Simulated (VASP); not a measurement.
NaH:

```
Na H
1.0
     3.95328    0.00000    0.00000
    -1.97664    3.42364    0.00000
     0.00000    0.00000    4.82829
Na H
2 2
Direct
  0.33333 0.66667 0.93750
  0.66667 0.33333 0.43750
  0.33333 0.66667 0.43750
  0.66667 0.33333 0.93750
```

Base run:

* Program: VASP 6.6.1
* Functional: PBE
* Potentials or basis: VASP PAW PBE potentials, release 64 (Na_pv, H)
* Cutoff: 520 eV
* k mesh: 6 × 6 × 4
* Occupations: gaussian, width 0.01 eV
* Spin: no spin polarisation

Its results: band gap on the k mesh 3.33 eV (least direct gap 4.24 eV); pressure 0.3 GPa.

Problem. The run is repeated on the same cell with these changes: functional from PBE to r2SCAN; further incar settings from ALGO = Normal; EDIFF = 1e-06; NBANDS = 16 to ALGO = Normal; EDIFF = 1e-07; NBANDS = 16. What comes out?

Solution. Band gap on the k mesh 3.68 eV (least direct gap 4.57 eV); pressure -0.1 GPa.

Caveats: the PAW data sets were made with another functional, which shifts forces and pressure a little (at least some runs).

A k mesh can miss the band edges.
